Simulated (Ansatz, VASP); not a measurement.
# One calculation of Rh, two programs

The input INCAR:

```
PREC = Accurate
ENCUT = 520
EDIFF = 1E-7
ISMEAR = -1
SIGMA = 0.08
LREAL = False
LASPH = True
NELM = 80
ALGO = Normal
ISIF = 2
LWAVE = False
LCHARG = False
GGA = PE
NBANDS = 14
```

KPOINTS

```
regular mesh
0
Gamma
  16 16 16
```

Contents of POSCAR:

```
Rh
1.0
    0.0000000000      1.9078674883      1.9078674883
    1.9078674883      0.0000000000      1.9078674883
    1.9078674883      1.9078674883      0.0000000000
Rh
1
Direct
    0.0000000000      0.0000000000      0.0000000000
```

Input for Ansatz:

```yaml
crystal:
  lattice:
    - [0.0, 1.9078674883, 1.9078674883]
    - [1.9078674883, 0.0, 1.9078674883]
    - [1.9078674883, 1.9078674883, 0.0]
  atoms:
    - { symbol: Rh, position: [0.0, 0.0, 0.0] }
kpoints:
  mp_grid: { grid: [16, 16, 16] }
  band_path:
    path:
      - [0.0, 0.0, 0.0]
      - [0.5, 0.0, 0.5]
      - [0.625, 0.25, 0.625]
      - [0.375, 0.375, 0.75]
      - [0.0, 0.0, 0.0]
      - [0.5, 0.5, 0.5]
      - [0.5, 0.25, 0.75]
      - [0.5, 0.0, 0.5]
    npoints: 5
scf:
  occupations: { method: fermi_dirac, width: 0.08 }
hamiltonian:
  xc: pbe
  pseudopotentials: { kind: all_electron, lapw: { basis_error: 0.001 } }
output:
  forces: true
  stress: true
  eigenvalues: true
```

Change from the starting cell: volume scaled by 1.01.

Alike in both runs: task single point; functional PBE; k mesh 16 × 16 × 16; occupations fermi-dirac, width 0.08 eV; no spin polarisation.

|  | VASP | Ansatz |
| --- | --- | --- |
| version | VASP 6.6.1 | Ansatz 0.2.0 |
| potentials or method | VASP PAW PBE potentials, release 64 (Rh_pv), cutoff 520 eV | all-electron LAPW, scalar-relativistic |

|  | VASP | Ansatz | Ansatz less VASP |
| --- | --- | --- | --- |
| pressure (GPa) | 3.3 | 3.2 | -0.08 |

Ansatz ran all-electron here, and VASP with PAW potentials.
